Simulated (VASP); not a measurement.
Ag, 1 atom in the cell. It takes space group Fm-3m (No. 225, cubic). Conventional cell: a = 4.078 Å, b = 4.078 Å, c = 4.078 Å, α = 90.00°, β = 90.00°, γ = 90.00°. Ag (site symmetry m-3m) has 12 Ag at 2.88 Å within 3.8 Å. 

* Program: VASP 6.6.1
* Task: single point
* Functional: PBEsol
* Potentials or basis: VASP PAW PBE potentials, release 64 (Ag)
* Cutoff: 520 eV
* k mesh: 18 × 18 × 18
* Occupations: gaussian, width 0.1 eV
* Spin: no spin polarisation
* Dipole correction: no
* Further INCAR settings: ALGO = Normal; EDIFF = 1e-06; NBANDS = 12

Potentials or basis: VASP PAW PBE potentials, release 64 (Ag).

Launch:

```sh
$ cat potpaw_PBE.64/Ag/POTCAR > POTCAR
$ mpirun -np 1 vasp_std > vasp.out
```

Hardware: 1 thread of Intel(R) Xeon(R) 6975P-C (Granite Rapids), with other jobs on the host.

Problem. Estimate the wall time of this run.

Solution. Wall time 11 s on 1 thread of Intel(R) Xeon(R) 6975P-C (Granite Rapids), on a shared host, peak memory 0.16 GiB. Counts: scf iterations 11, k points 195.
